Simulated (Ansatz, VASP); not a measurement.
**Two plane-wave programs on PbO**

```xyz
4
Lattice="4.0425 0.0000 0.0000 0.0000 4.0425 0.0000 0.0000 0.0000 5.0759" Properties=species:S:1:pos:R:3 pbc="T T T"
Pb    2.0213    0.0000    3.8577
Pb    0.0000    2.0213    1.2182
O     2.0213    2.0213    0.0000
O     0.0000    0.0000    0.0000
```

Alike in both runs: task single point; functional SVWN5; k mesh 7 × 7 × 6; occupations fermi-dirac, width 0.05 eV; no spin polarisation.

```csv
,VASP,Ansatz
version,VASP 6.6.1,Ansatz 0.2.0
potentials or method,"VASP PAW PBE potentials, release 64 (Pb_d, O)",Ansatz PAW
plane-wave cutoff (eV),600,420
valence electrons in the cell,40,40
```

VASP gave:

| Property | Result |
| --- | --- |
| gap on the k mesh at the Fermi level (eV) | 1.44 |
| least direct gap on the mesh (eV) | 2.21 |
| pressure (GPa) | -6.3 |
| traceless stress, the component that is largest in VASP (GPa) | 0.40 |
| rms of the force components (eV/Å) | 0.421 |

Task: Estimate Ansatz's values.

Result: gap on the k mesh at the Fermi level (eV): 1.44; least direct gap on the mesh (eV): 2.21; pressure (GPa): -6.4; traceless stress, the component that is largest in VASP (GPa): 0.41; rms of the force components (eV/Å): 0.437.

VASP's potentials were made for PBE, not for SVWN5. Atom by atom the forces differ by 0.016 eV/Å (rms over components).

Neither program's run includes spin-orbit coupling. Noted on Ansatz's run: odd divisions of the mesh miss points on the zone boundary, where band edges often lie, so the gap on the mesh can be too wide.
